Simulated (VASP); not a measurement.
# FeS2 (Pnnm) in VASP: single point with revPBE

Aim: the single point of FeS2 with revPBE.

Program: VASP 6.6.1. These are calculated values, not measurements. Logs are shortened: lines on timing, memory, paths and dates and some standing lists are left out, and cuts for length are marked.

## (1) The cell of the first run

It takes space group Pnnm (No. 58, orthorhombic). The conventional cell has a = 4.466 Å, b = 5.439 Å, c = 3.408 Å, α = 90.00°, β = 90.00°, γ = 90.00°. Fe (site symmetry 2/m) has 6 S at 2.24 to 2.26 Å within 3.0 Å. Within 3.0 Å of S (site symmetry m) lie 3 Fe at 2.24 to 2.26 Å and 2 S at 2.28 to 2.96 Å.

## (2) Single point, revPBE, collinear spin, ferromagnetic start

INCAR

```
ALGO = Normal ; EDIFF = 1E-6
ENCUT = 600 ; GGA = RE
GGA_COMPAT = F ; ISIF = 2
ISMEAR = -1 ; ISPIN = 2
LASPH = T ; LCHARG = T
LELF = T ; LMAXMIX = 4
LORBIT = 11 ; LREAL = F
LVHAR = T ; LWAVE = F
MAGMOM = 3 3 0 0 0 0 ; NBANDS = 33
NELM = 200 ; PREC = Accurate
SIGMA = 0.05
```

KPOINTS

```
k-points
0
Gamma
  6 5 8
```

POSCAR

```
FeS2
1.0
    4.4661366732      0.0000000000      0.0000000000
    0.0000000000      5.4388904481      0.0000000000
    0.0000000000      0.0000000000      3.4081641079
Fe S
2 4
Direct
    0.5000000000      0.5000000000      0.5000000000
    0.0000000000      0.0000000000      0.0000000000
    0.7057408817      0.1243385828      0.5000000000
    0.7942591183      0.6243385828      0.0000000000
    0.2942591183      0.8756614172      0.5000000000
    0.2057408817      0.3756614172      0.0000000000
```

Potentials or basis: VASP PAW PBE potentials, release 64 (Fe, S).

On the command line:

```console
$ cat potpaw_PBE.64/Fe/POTCAR potpaw_PBE.64/S/POTCAR > POTCAR
$ mpirun -np 1 vasp_std > vasp.out
```

OUTCAR:

```text
EDIFF = 1E-6
   ENCUT = 600
   GGA = RE
   ISIF = 2
   ISMEAR = -1
   ISPIN = 2
   LASPH = T
   LORBIT = 11
   LREAL = F
   NELM = 200
   PREC = Accurate

 ion  position               nearest neighbor table
   1  0.500  0.500  0.500-   3 2.24   5 2.24   4 2.26   6 2.26   4 2.26   6 2.26
   2  0.000  0.000  0.000-   4 2.24   6 2.24   5 2.26   3 2.26   3 2.26   5 2.26
   3  0.706  0.124  0.500-   1 2.24   2 2.26   2 2.26   5 2.28
   4  0.794  0.624  0.000-   2 2.24   1 2.26   1 2.26   6 2.28
   5  0.294  0.876  0.500-   1 2.24   2 2.26   2 2.26   3 2.28
   6  0.206  0.376  0.000-   2 2.24   1 2.26   1 2.26   4 2.28

  LATTYP: Found a simple orthorhombic cell.
 ALAT       =     3.4081641079
 B/A-ratio  =     1.3104230113
 C/A-ratio  =     1.5958417130

  Lattice vectors:

 A1 = (   0.0000000000,   0.0000000000,   3.4081641079)
 A2 = (   4.4661366732,   0.0000000000,   0.0000000000)
 A3 = (   0.0000000000,   5.4388904481,   0.0000000000)

Analysis of symmetry for initial positions (statically):
=====================================================================
 Subroutine PRICEL returns:
 Original cell was already a primitive cell.

 Routine SETGRP: Setting up the symmetry group for a
 simple orthorhombic supercell.

 Subroutine GETGRP returns: Found  8 space group operations
 (whereof  4 operations were pure point group operations)
 out of a pool of  8 trial point group operations.

The static configuration has the point symmetry C_2h.
 The point group associated with its full space group is D_2h.

Analysis of symmetry for dynamics (positions and initial velocities):
=====================================================================
 Subroutine PRICEL returns:
 Original cell was already a primitive cell.

 Routine SETGRP: Setting up the symmetry group for a
 simple orthorhombic supercell.

 Subroutine GETGRP returns: Found  8 space group operations
 (whereof  4 operations were pure point group operations)
 out of a pool of  8 trial point group operations.

The dynamic configuration has the point symmetry C_2h.
 The point group associated with its full space group is D_2h.

Analysis of structural, dynamic, and magnetic symmetry:
=====================================================================
 Subroutine PRICEL returns:
 Original cell was already a primitive cell.

 Routine SETGRP: Setting up the symmetry group for a
 simple orthorhombic supercell.

 Subroutine GETGRP returns: Found  8 space group operations
 (whereof  4 operations were pure point group operations)
 out of a pool of  8 trial point group operations.

The overall configuration has the point symmetry C_2h.
 The point group associated with its full space group is D_2h.

 Subroutine INISYM returns: Found  8 space group operations
 (whereof  4 operations are pure point group operations),
 and found     1 'primitive' translations

----------------------------------------------------------------------------------------

                                     Primitive cell

  volume of cell :      82.7871

  direct lattice vectors                    reciprocal lattice vectors
     4.466136673  0.000000000  0.000000000     0.223907165  0.000000000  0.000000000
     0.000000000  5.438890448  0.000000000     0.000000000  0.183861030  0.000000000
     0.000000000  0.000000000  3.408164108     0.000000000  0.000000000  0.293413101

  length of vectors
     4.466136673  5.438890448  3.408164108     0.223907165  0.183861030  0.293413101

  position of ions in fractional coordinates (direct lattice)
     0.500000000  0.500000000  0.500000000
     0.000000000  0.000000000  0.000000000
     0.705740882  0.124338583  0.500000000
     0.794259118  0.624338583  0.000000000
     0.294259118  0.875661417  0.500000000
     0.205740882  0.375661417  0.000000000

  ion indices of the primitive-cell ions
   primitive index   ion index
                 1           1
                 2           2
                 3           3
                 4           4
                 5           5
                 6           6

----------------------------------------------------------------------------------------

 KPOINTS: k-points

Automatic generation of k-mesh.
 Grid dimensions read from file:
 generate k-points for:    6    5    8

 Generating k-lattice:

  Cartesian coordinates                     Fractional coordinates (reciprocal lattice)
     0.037317861  0.000000000  0.000000000     0.166666667  0.000000000  0.000000000
     0.000000000  0.036772206  0.000000000     0.000000000  0.200000000  0.000000000
     0.000000000  0.000000000  0.036676638     0.000000000  0.000000000  0.125000000

  Length of vectors
     0.037317861  0.036772206  0.036676638

  Shift w.r.t. Gamma in fractional coordinates (k-lattice)
     0.000000000  0.000000000  0.000000000

 Subroutine IBZKPT returns following result:
 ===========================================

 Found     60 irreducible k-points:

 Following reciprocal coordinates:
            Coordinates               Weight
  0.000000  0.000000  0.000000      1.000000
  0.166667  0.000000  0.000000      2.000000
  0.333333  0.000000  0.000000      2.000000
  0.500000  0.000000  0.000000      1.000000
  0.000000  0.200000  0.000000      2.000000
  0.166667  0.200000  0.000000      4.000000
[... 16 lines left out ...]
  0.333333  0.400000  0.125000      8.000000
  0.500000  0.400000  0.125000      4.000000
 [... further k-points ...]
   k-points           NKPTS =     60   k-points in BZ     NKDIM =     60   number of bands    NBANDS=     33
   number of dos      NEDOS =    301   number of ions     NIONS =      6
   total plane-waves  NPLWV =  48384
   dimension x,y,z NGX =    36 NGY =   48 NGZ =   28
   dimension x,y,z NGXF=    72 NGYF=   96 NGZF=   56
   ions per type =               2   4
   NGX,Y,Z   is equivalent  to a cutoff of  13.40, 14.67, 13.66 a.u.
   NGXF,Y,Z  is equivalent  to a cutoff of  26.80, 29.34, 27.32 a.u.
 SYSTEM =  unknown system
   PREC   = accura    normal or accurate (medium, high low for compatibility)
   ISTART =      0    job   : 0-new  1-cont  2-samecut
   ICHARG =      2    charge: 1-file 2-atom 10-const
   ISPIN  =      2    spin polarized calculation?
   LNONCOLLINEAR =      F non collinear calculations
   LSORBIT =      F    spin-orbit coupling
   LASPH  =      T    aspherical Exc in radial PAW
   ENCUT  =  600.0 eV  44.10 Ry    6.64 a.u.   8.92 10.86  6.81*2*pi/ulx,y,z
   NELM   =    200;   NELMIN=  2; NELMDL= -5     # of ELM steps
   EDIFF  = 0.1E-05   stopping-criterion for ELM
   LREAL  =      F    real-space projection
   EDIFFG = 0.1E-04   stopping-criterion for IOM
   NSW    =      0    number of steps for IOM
   IBRION =     -1    ionic relax: 0-MD 1-quasi-New 2-CG
   NFREE  =      0    steps in history (QN), initial steepest desc. (CG)
   ISIF   =      2    stress and relaxation
   ISYM   =      2    0-nonsym 1-usesym 2-fastsym
   POTIM  = 0.5000    time-step for ionic-motion
   TEBEG  =    0.0;   TEEND  =   0.0 temperature during run
   PSTRESS=    0.0 pullay stress
   NELECT =      40.0000    total number of electrons
   NUPDOWN=      -1.0000    fix difference up-down
   EMIN   =  10.00;   EMAX   =-10.00  energy-range for DOS
   EFERMI =   0.00;   METHOD = LEGACY
   ISMEAR =    -1;   SIGMA  =   0.05  broadening in eV -4-tet -1-fermi 0-gaus
   EFERMI_NEDOS =   21; number of points for ismear=-14 and -15
   IALGO  =     38    algorithm
   IMIX   =      4    mixing-type and parameters
     AMIX     =   0.40;   BMIX     =  1.00
     AMIX_MAG =   1.60;   BMIX_MAG =  1.00
  volume/ion in A,a.u.               =      13.80        93.11
  Fermi-wavevector in a.u.,A,eV,Ry     =   1.284618  2.427575 22.452913  1.650243
  Thomas-Fermi vector in A             =   2.416801
   LORBIT       =     11    0 simple, 1 ext, 2 COOP (PROOUT), +10 PAW based schemes
   GGA     = RE    functional components
   LHFCALC =     F    Hartree Fock is set to
   AEXX    =    0.0000 exact exchange contribution
   IVDW    =     0    specifies the selected vdW correction
   LEPSILON=     F    determine dielectric tensor
   LRPA    =     F    only Hartree local field effects (RPA)
 spin polarized calculation
  energy-cutoff  :      600.00
  volume of cell :       82.79
 maximum number of plane-waves:      2788
 NGX is ok and might be reduce to    36
   NGX = 17   NGY = 21   NGZ = 13

 number of electron      40.0000005 magnetization      -0.0772784

 number of electron      40.0000005 magnetization       0.0005119

 Free energy of the ion-electron system (eV)
  ---------------------------------------------------
  ext. energy  EPLUGINS =         0.00000000
  ---------------------------------------------------
  free energy    TOTEN  =       -33.77131004 eV

  energy without entropy =      -33.77128812  energy(sigma->0) =      -33.77129908

 E-fermi :   8.0215     XC(G=0): -11.5649

 val. band max:        7.5508142071   @ k =   0.0000   0.4000   0.2500
 cond. band min:       8.4426703519   @ k =   0.0000   0.4000   0.5000
 fundamental gap:      0.8918561448
 Fermi energy:         8.0215233367

 spin component 1

 k-point     1 :       0.0000    0.0000    0.0000
  band No.  band energies     occupation
      1      -8.9742      1.00000
      2      -6.6489      1.00000
      3      -4.8914      1.00000
      4      -4.2040      1.00000
      5       0.0937      1.00000
      6       1.5874      1.00000
[... 24 lines left out ...]
     31      15.6283      0.00000
     32      16.6759      0.00000

 k-point     2 :       0.1667    0.0000    0.0000
  band No.  band energies     occupation
      1      -8.8079      1.00000
      2      -6.6313      1.00000
      3      -4.9200      1.00000
      4      -4.7157      1.00000
      5       0.8333      1.00000
      6       1.0741      1.00000
[... 24 lines left out ...]
     31      15.8982      0.00000
     32      16.6740      0.00000
[... 733 lines left out ...]
     31      16.0885      0.00000
     32      16.3774      0.00000

 k-point    24 :       0.5000    0.4000    0.1250
  band No.  band energies     occupation
      1      -7.1999      1.00000
      2      -7.1999      1.00000
      3      -5.7892      1.00000
      4      -5.7892      1.00000
      5       1.1690      1.00000
      6       1.1690      1.00000
[... 24 lines left out ...]
     31      16.2031      0.00000
     32      16.2031      0.00000

 [... further k-points ...]

 spin component 2

 k-point     1 :       0.0000    0.0000    0.0000
  band No.  band energies     occupation
      1      -8.9742      1.00000
      2      -6.6489      1.00000
      3      -4.8914      1.00000
      4      -4.2039      1.00000
      5       0.0937      1.00000
      6       1.5875      1.00000
[... 24 lines left out ...]
     31      15.6285      0.00000
     32      16.6760      0.00000

 k-point     2 :       0.1667    0.0000    0.0000
  band No.  band energies     occupation
      1      -8.8078      1.00000
      2      -6.6312      1.00000
      3      -4.9200      1.00000
      4      -4.7156      1.00000
      5       0.8333      1.00000
      6       1.0742      1.00000
[... 24 lines left out ...]
     31      15.8983      0.00000
     32      16.6740      0.00000
[... 733 lines left out ...]
     31      16.0886      0.00000
     32      16.3774      0.00000

 k-point    24 :       0.5000    0.4000    0.1250
  band No.  band energies     occupation
      1      -7.1998      1.00000
      2      -7.1998      1.00000
      3      -5.7891      1.00000
      4      -5.7891      1.00000
      5       1.1691      1.00000
      6       1.1691      1.00000
[... 24 lines left out ...]
     31      16.2032      0.00000
     32      16.2032      0.00000

 [... further k-points ...]

 [bands above 32 left out]

------------------------ aborting loop because EDIFF is reached ----------------------------------------

  FORCE on cell =-STRESS in cart. coord.  units (eV):
  Direction    XX          YY          ZZ          XY          YZ          ZX
  --------------------------------------------------------------------------------------
  -------------------------------------------------------------------------------------
  Total       -0.1168363      0.0056410      0.0598730      0.0000000      0.0000000      0.0000000
  in kB       -2.2611301      0.1091696      1.1587211      0.0000000      0.0000000      0.0000000
  external PRESSURE =      -0.3310798 kB  Pullay stress =       0.0000000 kB

 VOLUME and BASIS-vectors are now :
 -----------------------------------------------------------------------------
  energy-cutoff  :      600.00
  volume of cell :       82.79
      direct lattice vectors                 reciprocal lattice vectors
     4.466136673  0.000000000  0.000000000     0.223907165  0.000000000  0.000000000
     0.000000000  5.438890448  0.000000000     0.000000000  0.183861030  0.000000000
     0.000000000  0.000000000  3.408164108     0.000000000  0.000000000  0.293413101

 POSITION                                       TOTAL-FORCE (eV/Angst)
 -----------------------------------------------------------------------------------
      2.23307      2.71945      1.70408         0.000000     -0.000000      0.000000
      0.00000      0.00000      0.00000         0.000000     -0.000000      0.000000
      3.15194      0.67626      1.70408        -0.056000     -0.034217      0.000000
      3.54727      3.39571      0.00000         0.056000     -0.034217      0.000000
      1.31420      4.76263      1.70408         0.056000      0.034217     -0.000000
      0.91887      2.04318      0.00000        -0.056000      0.034217      0.000000
 -----------------------------------------------------------------------------------
    total drift:                               -0.000000      0.000000      0.000000

  FREE ENERGIE OF THE ION-ELECTRON SYSTEM (eV)
  ---------------------------------------------------
  free  energy   TOTEN  =       -33.7713100386 eV

  energy  without entropy=      -33.7712881173  energy(sigma->0) =      -33.77129908

 total charge

# of ion       s       p       d       tot
------------------------------------------
    1        0.430   0.638   6.479   7.546
    2        0.430   0.638   6.479   7.546
    3        1.350   2.294   0.000   3.644
    4        1.350   2.294   0.000   3.644
    5        1.350   2.294   0.000   3.644
    6        1.350   2.294   0.000   3.644
--------------------------------------------------
tot          6.258  10.453  12.957  29.668

 magnetization (x)

# of ion       s       p       d       tot
------------------------------------------
    1        0.000   0.000   0.000   0.000
    2        0.000   0.000   0.000   0.000
    3       -0.000  -0.000   0.000  -0.000
    4       -0.000  -0.000   0.000  -0.000
    5       -0.000  -0.000   0.000  -0.000
    6       -0.000  -0.000   0.000  -0.000
--------------------------------------------------
tot         -0.000  -0.000   0.000   0.000
```

Wall time 2.9 min (1 thread of Intel Xeon 6975P-C (Granite Rapids), shared host); peak memory 0.44 GiB.

What came out:

| Property | Result |
| --- | --- |
| Free energy | -33.7713 eV |
| Pressure | 0.0 GPa |
| Largest force | 0.066 eV/Å |
| Band gap on the k mesh | 0.89 eV (least direct gap 1.14 eV) |
| Net moment | 0.00 μB per cell |
| Valence electrons inside the program's atomic spheres | Fe 7.55; S 3.64 |

Forces on the atoms (eV/Å):
```
Fe   0.000  0.000  0.000
Fe   0.000  0.000  0.000
S   -0.056 -0.034  0.000
S    0.056 -0.034  0.000
S    0.056  0.034  0.000
S   -0.056  0.034  0.000
```

Levels at points of the mesh, in eV from the valence-band top:
Spin up:
```
           k point  band 17  band 18  band 19  band 20  band 21  band 22  band 23  band 24
(0.00, 0.00, 0.00)    -0.88    -0.72    -0.70    -0.41     1.12     1.37     2.62     3.04
(0.50, 0.00, 0.00)    -0.62    -0.62    -0.10    -0.10     1.83     1.83     1.85     1.85
(0.00, 0.00, 0.50)    -0.82    -0.82    -0.39    -0.39     1.46     1.46     1.68     1.68
(0.50, 0.00, 0.50)    -0.70    -0.70    -0.32    -0.32     1.48     1.48     1.81     1.81
```
Spin down:
| k point | band 17 | band 18 | band 19 | band 20 | band 21 | band 22 | band 23 | band 24 |
| --- | --- | --- | --- | --- | --- | --- | --- | --- |
| (0.00, 0.00, 0.00) | -0.88 | -0.72 | -0.70 | -0.41 | 1.12 | 1.37 | 2.62 | 3.04 |
| (0.50, 0.00, 0.00) | -0.62 | -0.62 | -0.10 | -0.10 | 1.83 | 1.83 | 1.85 | 1.85 |
| (0.00, 0.00, 0.50) | -0.82 | -0.82 | -0.39 | -0.39 | 1.46 | 1.46 | 1.68 | 1.68 |
| (0.50, 0.00, 0.50) | -0.70 | -0.70 | -0.32 | -0.32 | 1.48 | 1.48 | 1.81 | 1.81 |

Caveat: the PAW data sets were made with another functional, which shifts forces and pressure a little; an odd mesh through Γ misses points on the zone boundary, where band edges can lie. revPBE gaps usually lie below the measured ones, often by a third to a half.
